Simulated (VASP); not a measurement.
Write the native input for VASP 6.6.1 that does the following.

- Task: single point
- Functional: PBE
- Potentials or basis: VASP PAW PBE potentials, release 64 (La)
- Cutoff: 520 eV
- k mesh: 18 × 18 × 18
- Occupations: fermi-dirac, width 0.0612256 eV
- Spin: no spin polarisation
- Dipole correction: no
- Further INCAR settings: ALGO = Normal; EDIFF = 1e-06; NBANDS = 12

The structure of La lies in POSCAR:

```
La
1.0
   -2.0712438905      2.0712438905      2.0712438905
    2.0712438905     -2.0712438905      2.0712438905
    2.0712438905      2.0712438905     -2.0712438905
La
1
Direct
    0.0000000000      0.0000000000      0.0000000000
```

This isn't the form of La at room conditions, which is double hcp.

These files were run (other wordings do the same):

INCAR

```
SYSTEM = La
PREC     = Accurate       ! precision mode
ENCUT    = 520            ! plane-wave cutoff, eV
EDIFF    = 1E-6           ! SCF threshold, eV
ISMEAR   = -1             ! smearing method
SIGMA    = 0.06122561905347299 ! smearing width, eV
LREAL    = .False.        ! projectors in reciprocal space
LASPH    = .True.         ! aspherical terms in the spheres
NELM     = 100            ! most SCF steps
ALGO     = Normal         ! electronic algorithm
ISIF     = 2              ! what is computed and relaxed
LWAVE    = .False.        ! write WAVECAR
LCHARG   = .False.        ! write CHGCAR
GGA      = PE             ! functional
NBANDS   = 12             ! bands
```

KPOINTS

```
Automatic mesh
0
Gamma
  18 18 18
  0 0 0
```

Potentials or basis: VASP PAW PBE potentials, release 64 (La).

Launch:

```bash
$ cat potpaw_PBE.64/La/POTCAR > POTCAR
$ mpirun -np 1 vasp_std > vasp.out
```

It gave:

The pressure is 1.8 GPa. The band gap on the k mesh is zero (an odd number of electrons rules out a gap without spin polarisation).

Caveat: spin-orbit coupling is left out, which moves the levels of the heavy elements.

It took 38 s on 1 thread of Intel(R) Xeon(R) 6975P-C (Granite Rapids) (shared host), peak memory 0.24 GiB.
